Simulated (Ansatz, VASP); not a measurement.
Two plane-wave programs on KF

The input INCAR:

```
SYSTEM = KF
PREC = Accurate
ENCUT = 520
EDIFF = 1E-7
ISMEAR = 0
SIGMA = 0.05
LREAL = .False.
LASPH = .True.
NELM = 80
ALGO = Normal
ISIF = 2
LWAVE = .False.
LCHARG = .False.
NBANDS = 15
```

The input KPOINTS:

```
Automatic mesh
0
Gamma
  8 8 8
  0 0 0
```

Contents of POSCAR:

```
KF
1.0
    0.0000000000      2.5817196783      2.3880907024
    2.4461793952      0.0000000000      2.3880907024
    2.4461793952      2.5817196783      0.0000000000
K F
1 1
Direct
    0.0000000000      0.0000000000      0.0000000000
    0.5000000000      0.5000000000      0.5000000000
```

Input for Ansatz:

```yaml
crystal:
  lattice:
    - [0.0, 2.5817196783, 2.3880907024]
    - [2.4461793952, 0.0, 2.3880907024]
    - [2.4461793952, 2.5817196783, 0.0]
  atoms:
    - { symbol: K, position: [0.0, 0.0, 0.0] }
    - { symbol: F, position: [0.5, 0.5, 0.5] }
basis:
  ecutwfc: 520.0
kpoints:
  mp_grid: { grid: [8, 8, 8] }
hamiltonian:
  xc: lda
scf:
  occupations: { method: gaussian, width: 0.05 }
output:
  forces: true
  stress: true
  eigenvalues: true
```

Change from the starting cell: normal strain along x -0.0525, normal strain along z -0.0750.

Alike in both runs: task single point; functional LDA; k mesh 8 × 8 × 8; occupations gaussian, width 0.05 eV; no spin polarisation.

```csv
,VASP,Ansatz
version,VASP 6.6.1,Ansatz 0.2.0
potentials or method,"VASP PAW LDA potentials, release 64 (K_sv, F), cutoff 520 eV","scalar-relativistic, plane waves, PAW"
valence electrons in the cell,16,16
```

Ansatz gave:

| Item | Value |
| --- | --- |
| gap on the k mesh at the Fermi level (eV) | 6.89 |
| least direct gap on the mesh (eV) | 6.98 |
| pressure (GPa) | 8.8 |
| traceless stress, the component that is largest in VASP (GPa) | -6.24 |

Question: Which values does VASP return?

Answer: gap on the k mesh at the Fermi level (eV): 6.86; least direct gap on the mesh (eV): 6.95; pressure (GPa): 9.4; traceless stress, the component that is largest in VASP (GPa): -6.55.

LDA's correlation is that of Perdew and Zunger in VASP and of Perdew and Wang (1992) in Ansatz.
